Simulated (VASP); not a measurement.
# TiO3 (Pm-3m) in VASP: a series of runs

TiO3 is run at these levels: r2SCAN; tasks: single point, relaxation of cell and atoms.

Program: VASP 6.6.1. These are calculated values, not measurements. Logs are shortened: lines on timing, memory, paths and dates and some standing lists are left out, and cuts for length are marked.

## (1) The cell of the first run

The structure is cubic, space group Pm-3m (No. 221). The conventional cell has a = 3.183 Å, b = 3.183 Å, c = 3.183 Å, α = 90.00°, β = 90.00°, γ = 90.00°. Ti (site symmetry m-3m) has 12 O at 2.25 Å within 3.0 Å. O (site symmetry 4/mmm) has 4 Ti at 2.25 Å and 8 O at 2.25 Å within 3.0 Å. Within 3.0 Å of O (site symmetry 4/mmm) lie 4 Ti at 2.25 Å and 8 O at 2.25 Å.

## (2) Single point, r2SCAN

Contents of POSCAR:

```
TiO3
1.0
   -3.1829942496      0.0000000000      0.0000000000
    0.0000000000      0.0000000000     -3.1829942496
    0.0000000000     -6.3659884992      0.0000000000
Ti O
2 6
Direct
    1.0000000000      1.0000000000      1.0000000000
    1.0000000000      1.0000000000      0.5000000000
    1.0000000000      0.5000000000      0.7500000000
    1.0000000000      0.5000000000      0.2500000000
    0.5000000000      0.5000000000      0.5000000000
    0.5000000000      0.5000000000      0.0000000000
    0.5000000000      1.0000000000      0.7500000000
    0.5000000000      1.0000000000      0.2500000000
```

Contents of INCAR.step1:

```
SYSTEM = TiO3
  PREC = Accurate
  ENCUT = 520
  ISMEAR = 0
  SIGMA = 0.1
  LREAL = .FALSE.
  LASPH = .TRUE.
  NELM = 80
  NBANDS = 40
  GGA = PE
  ALGO = Normal
  EDIFF = 1E-4
  LWAVE = .TRUE.
  LCHARG = .FALSE.
```

Contents of INCAR.step2:

```
SYSTEM = TiO3
  PREC = Accurate
  ENCUT = 520
  EDIFF = 1E-6
  ISMEAR = 0
  SIGMA = 0.1
  LREAL = .FALSE.
  LASPH = .TRUE.
  NELM = 80
  ALGO = Normal
  ISIF = 2
  LWAVE = .FALSE.
  LCHARG = .FALSE.
  METAGGA = R2SCAN
  LMIXTAU = .TRUE.
  NBANDS = 40
  ISTART = 1
```

Contents of KPOINTS:

```
regular mesh
0
G
  8 8 4
  0 0 0
```

Potentials or basis: VASP PAW PBE potentials, release 64 (Ti_sv, O).

Command:

```bash
cat potpaw_PBE.64/Ti_sv/POTCAR potpaw_PBE.64/O/POTCAR > POTCAR
cp INCAR.step1 INCAR
mpirun -np 1 vasp_std > vasp.out
cp INCAR.step2 INCAR
mpirun -np 1 vasp_std > vasp.out
```

OUTCAR:

```text
SYSTEM = TiO3
   PREC = Accurate
   ENCUT = 520
   EDIFF = 1E-6
   ISMEAR = 0
   LREAL = .FALSE.
   LASPH = .TRUE.
   NELM = 80
   ISIF = 2
   METAGGA = R2SCAN
   ISTART = 1

 ion  position               nearest neighbor table
   1  0.000  0.000  0.000-   3 2.25   4 2.25   6 2.25   7 2.25   8 2.25   3 2.25   4 2.25   6 2.25
                             6 2.25   7 2.25   8 2.25   6 2.25
   2  0.000  0.000  0.500-   3 2.25   4 2.25   5 2.25   7 2.25   8 2.25   3 2.25   4 2.25   5 2.25
                             5 2.25   7 2.25   8 2.25   5 2.25
   3  0.000  0.500  0.750-   1 2.25   2 2.25   1 2.25   2 2.25
   4  0.000  0.500  0.250-   1 2.25   2 2.25   1 2.25   2 2.25
   5  0.500  0.500  0.500-   2 2.25   2 2.25   2 2.25   2 2.25
   6  0.500  0.500  0.000-   1 2.25   1 2.25   1 2.25   1 2.25
   7  0.500  0.000  0.750-   1 2.25   2 2.25   1 2.25   2 2.25
   8  0.500  0.000  0.250-   1 2.25   2 2.25   1 2.25   2 2.25

  LATTYP: Found a simple tetragonal cell.
 ALAT       =     3.1829942496
 C/A-ratio  =     2.0000000000

  Lattice vectors:

 A1 = (  -3.1829942496,   0.0000000000,   0.0000000000)
 A2 = (   0.0000000000,   0.0000000000,  -3.1829942496)
 A3 = (   0.0000000000,  -6.3659884992,   0.0000000000)

Analysis of symmetry for initial positions (statically):
=====================================================================
 Subroutine PRICEL returns following result:

  LATTYP: Found a simple cubic cell.
 ALAT       =     3.1829942496

  Lattice vectors:

 A1 = (  -3.1829942496,   0.0000000000,   0.0000000000)
 A2 = (   0.0000000000,   0.0000000000,  -3.1829942496)
 A3 = (   0.0000000000,  -3.1829942496,   0.0000000000)

   2 primitive cells build up your supercell.

 Routine SETGRP: Setting up the symmetry group for a
 simple tetragonal supercell.

 Subroutine GETGRP returns: Found 16 space group operations
 (whereof 16 operations were pure point group operations)
 out of a pool of 16 trial point group operations.

The static configuration has the point symmetry D_4h.

Analysis of symmetry for dynamics (positions and initial velocities):
=====================================================================
 Subroutine PRICEL returns following result:

  LATTYP: Found a simple cubic cell.
 ALAT       =     3.1829942496

  Lattice vectors:

 A1 = (  -3.1829942496,   0.0000000000,   0.0000000000)
 A2 = (   0.0000000000,   0.0000000000,  -3.1829942496)
 A3 = (   0.0000000000,  -3.1829942496,   0.0000000000)

   2 primitive cells build up your supercell.

 Routine SETGRP: Setting up the symmetry group for a
 simple tetragonal supercell.

 Subroutine GETGRP returns: Found 16 space group operations
 (whereof 16 operations were pure point group operations)
 out of a pool of 16 trial point group operations.

The dynamic configuration has the point symmetry D_4h.

 Subroutine INISYM returns: Found 16 space group operations
 (whereof 16 operations are pure point group operations),
 and found     2 'primitive' translations

----------------------------------------------------------------------------------------

                                     Primitive cell

  volume of cell :      32.2484

  direct lattice vectors                    reciprocal lattice vectors
    -3.182994250  0.000000000  0.000000000    -0.314169591  0.000000000  0.000000000
     0.000000000  0.000000000 -3.182994250     0.000000000  0.000000000 -0.314169591
     0.000000000 -3.182994250  0.000000000     0.000000000 -0.314169591  0.000000000

  length of vectors
     3.182994250  3.182994250  3.182994250     0.314169591  0.314169591  0.314169591

  position of ions in fractional coordinates (direct lattice)
     0.000000000  0.000000000  0.000000000
     0.000000000  0.500000000  0.500000000
     0.500000000  0.500000000  0.000000000
     0.500000000  0.000000000  0.500000000

  ion indices of the primitive-cell ions
   primitive index   ion index
                 1           1
                 2           3
                 3           6
                 4           7

----------------------------------------------------------------------------------------

 KPOINTS: regular mesh

Automatic generation of k-mesh.
 Grid dimensions read from file:
 generate k-points for:    8    8    4

 Generating k-lattice:

  Cartesian coordinates                     Fractional coordinates (reciprocal lattice)
    -0.039271199  0.000000000  0.000000000     0.125000000  0.000000000  0.000000000
     0.000000000  0.000000000 -0.039271199     0.000000000  0.125000000  0.000000000
     0.000000000 -0.039271199  0.000000000     0.000000000  0.000000000  0.250000000

  Length of vectors
     0.039271199  0.039271199  0.039271199

  Shift w.r.t. Gamma in fractional coordinates (k-lattice)
     0.000000000  0.000000000  0.000000000

 Subroutine IBZKPT returns following result:
 ===========================================

 Found     45 irreducible k-points:

 Following reciprocal coordinates:
            Coordinates               Weight
  0.000000  0.000000  0.000000      1.000000
  0.125000  0.000000  0.000000      4.000000
  0.250000  0.000000  0.000000      4.000000
  0.375000  0.000000  0.000000      4.000000
  0.500000  0.000000  0.000000      2.000000
  0.125000  0.125000  0.000000      4.000000
[... 16 lines left out ...]
  0.375000  0.125000  0.250000     16.000000
  0.500000  0.125000  0.250000      8.000000
 [... further k-points ...]
   k-points           NKPTS =     45   k-points in BZ     NKDIM =     45   number of bands    NBANDS=     40
   number of dos      NEDOS =    301   number of ions     NIONS =      8
   total plane-waves  NPLWV =  27648
   dimension x,y,z NGX =    24 NGY =   24 NGZ =   48
   dimension x,y,z NGXF=    48 NGYF=   48 NGZF=   96
   ions per type =               2   6
   NGX,Y,Z   is equivalent  to a cutoff of  12.54, 12.54, 12.54 a.u.
   NGXF,Y,Z  is equivalent  to a cutoff of  25.07, 25.07, 25.07 a.u.
 SYSTEM =  TiO3
   PREC   = accura    normal or accurate (medium, high low for compatibility)
   ISTART =      1    job   : 0-new  1-cont  2-samecut
   ICHARG =      0    charge: 1-file 2-atom 10-const
   ISPIN  =      1    spin polarized calculation?
   LNONCOLLINEAR =      F non collinear calculations
   LSORBIT =      F    spin-orbit coupling
   LASPH  =      T    aspherical Exc in radial PAW
   ENCUT  =  520.0 eV  38.22 Ry    6.18 a.u.   5.92  5.92 11.84*2*pi/ulx,y,z
   NELM   =     80;   NELMIN=  2; NELMDL=  0     # of ELM steps
   EDIFF  = 0.1E-05   stopping-criterion for ELM
   LREAL  =      F    real-space projection
   EDIFFG = 0.1E-04   stopping-criterion for IOM
   NSW    =      0    number of steps for IOM
   IBRION =     -1    ionic relax: 0-MD 1-quasi-New 2-CG
   NFREE  =      0    steps in history (QN), initial steepest desc. (CG)
   ISIF   =      2    stress and relaxation
   ISYM   =      2    0-nonsym 1-usesym 2-fastsym
   POTIM  = 0.5000    time-step for ionic-motion
   TEBEG  =    0.0;   TEEND  =   0.0 temperature during run
   PSTRESS=    0.0 pullay stress
   NELECT =      60.0000    total number of electrons
   NUPDOWN=      -1.0000    fix difference up-down
   EMIN   =  10.00;   EMAX   =-10.00  energy-range for DOS
   EFERMI =   0.00;   METHOD = LEGACY
   ISMEAR =     0;   SIGMA  =   0.10  broadening in eV -4-tet -1-fermi 0-gaus
   EFERMI_NEDOS =   21; number of points for ismear=-14 and -15
   IALGO  =     38    algorithm
   IMIX   =      4    mixing-type and parameters
     AMIX     =   0.40;   BMIX     =  1.00
     AMIX_MAG =   1.60;   BMIX_MAG =  1.00
  volume/ion in A,a.u.               =       8.06        54.41
  Fermi-wavevector in a.u.,A,eV,Ry     =   1.598132  3.020032 34.749645  2.554027
  Thomas-Fermi vector in A             =   2.695630
   LORBIT       =      0    0 simple, 1 ext, 2 COOP (PROOUT), +10 PAW based schemes
   METAGGA = R2SCAN    functional components
   LHFCALC =     F    Hartree Fock is set to
   AEXX    =    0.0000 exact exchange contribution
   IVDW    =     0    specifies the selected vdW correction
   LEPSILON=     F    determine dielectric tensor
   LRPA    =     F    only Hartree local field effects (RPA)
 non-spin polarized calculation
 Gauss-broadening in eV      SIGMA  =   0.10
  energy-cutoff  :      520.00
  volume of cell :       64.50
 maximum number of plane-waves:      1784
 NGX is ok and might be reduce to    24
   NGX = 11   NGY = 11   NGZ = 23

 number of electron      59.9999962 magnetization

 Free energy of the ion-electron system (eV)
  ---------------------------------------------------
  ext. energy  EPLUGINS =         0.00000000
  ---------------------------------------------------
  free energy    TOTEN  =       -69.37469310 eV

  energy without entropy =      -69.35053532  energy(sigma->0) =      -69.36261421

 E-fermi :   7.8923     XC(G=0): -13.7974

 val. band max:        7.8817935841   @ k =   0.2500   0.1250   0.2500
 cond. band min:       7.8927930972   @ k =   0.5000   0.5000   0.0000
 fundamental gap:      0.0109995132
 Fermi energy:         7.8922954977

 k-point     1 :       0.0000    0.0000    0.0000
  band No.  band energies     occupation
      1     -53.1891      2.00000
      2     -53.1750      2.00000
      3     -28.4159      2.00000
      4     -28.2182      2.00000
      5     -28.2182      2.00000
      6     -28.2182      2.00000
[... 32 lines left out ...]
     39       9.1274      0.00000
     40      10.9063      0.00000

 k-point     2 :       0.1250    0.0000    0.0000
  band No.  band energies     occupation
      1     -53.1870      2.00000
      2     -53.1731      2.00000
      3     -28.4095      2.00000
      4     -28.2476      2.00000
      5     -28.2241      2.00000
      6     -28.2153      2.00000
[... 935 lines left out ...]
     39      10.7873      0.00000
     40      10.9245      0.00000

 k-point    24 :       0.5000    0.1250    0.2500
  band No.  band energies     occupation
      1     -53.1711      2.00000
      2     -53.1617      2.00000
      3     -28.4031      2.00000
      4     -28.3722      2.00000
      5     -28.3412      2.00000
      6     -28.2239      2.00000
[... 32 lines left out ...]
     39      10.9420      0.00000
     40      11.0420      0.00000

 [... further k-points ...]

------------------------ aborting loop because EDIFF is reached ----------------------------------------

  FORCE on cell =-STRESS in cart. coord.  units (eV):
  Direction    XX          YY          ZZ          XY          YZ          ZX
  --------------------------------------------------------------------------------------
  -------------------------------------------------------------------------------------
  Total        0.4355144      0.4343215      0.4355144     -0.0000000     -0.0000000      0.0000000
  in kB       10.8187117     10.7890784     10.8187117     -0.0000000     -0.0000000      0.0000000
  external PRESSURE =      10.8088339 kB  Pullay stress =       0.0000000 kB

 VOLUME and BASIS-vectors are now :
 -----------------------------------------------------------------------------
  energy-cutoff  :      520.00
  volume of cell :       64.50
      direct lattice vectors                 reciprocal lattice vectors
    -3.182994250  0.000000000  0.000000000    -0.314169591  0.000000000  0.000000000
     0.000000000  0.000000000 -3.182994250     0.000000000  0.000000000 -0.314169591
     0.000000000 -6.365988499  0.000000000     0.000000000 -0.157084795  0.000000000

 POSITION                                       TOTAL-FORCE (eV/Angst)
 -----------------------------------------------------------------------------------
      0.00000      0.00000      0.00000        -0.000000     -0.000000      0.000000
      0.00000     -3.18299      0.00000        -0.000000     -0.000000      0.000000
      0.00000     -4.77449     -1.59150        -0.000000      0.000000      0.000000
      0.00000     -1.59150     -1.59150        -0.000000      0.000000      0.000000
     -1.59150     -3.18299     -1.59150        -0.000000      0.000000      0.000000
     -1.59150      0.00000     -1.59150        -0.000000      0.000000      0.000000
     -1.59150     -4.77449      0.00000         0.000000      0.000000      0.000000
     -1.59150     -1.59150      0.00000         0.000000      0.000000      0.000000
 -----------------------------------------------------------------------------------
    total drift:                               -0.000000      0.000000     -0.000000

  FREE ENERGIE OF THE ION-ELECTRON SYSTEM (eV)
  ---------------------------------------------------
  free  energy   TOTEN  =       -69.3746931017 eV

  energy  without entropy=      -69.3505353221  energy(sigma->0) =      -69.36261421
```

Wall time 2.1 min (1 thread of Intel Xeon 6975P-C (Granite Rapids), shared host); peak memory 0.23 GiB.

What came out:

```yaml
Free_energy: -69.3747 eV
Pressure: 1.1 GPa
Band_gap_on_the_k_mesh: zero (bands 30 and 31 overlap by 1.33 eV)
```

Levels at points of the mesh, in eV from the Fermi level:
```
           k point  band 26  band 27  band 28  band 29  band 30  band 31  band 32  band 33  band 34  band 35
(0.00, 0.00, 0.00)    -2.28    -2.24    -0.63    -0.63    -0.03    -0.03     0.41     0.41     0.41     0.78
(0.50, 0.00, 0.00)    -3.40    -2.52    -2.24    -0.99    -0.63    -0.63     0.70     0.88     1.24     1.69
(0.50, 0.50, 0.00)    -0.99     0.00     0.00     0.00     0.70     0.77     0.77     1.46     1.46     1.46
(0.00, 0.00, 0.50)    -3.09    -0.80    -0.80    -0.09    -0.09    -0.09    -0.09     0.60     0.60     0.83
(0.50, 0.00, 0.50)    -2.91    -1.71    -1.71    -1.46    -1.46     0.12     0.12     1.77     1.77     2.27
(0.50, 0.50, 0.50)    -1.72    -0.61    -0.61    -0.59    -0.59     0.74     0.74     1.65     1.65     1.66
```

Caveat: the PAW data sets were made with another functional, which shifts forces and pressure a little; semilocal functionals often make such compounds metallic where correlation or magnetic order opens a gap, which also shifts bond lengths.

(Continued in part 2 of 2.)
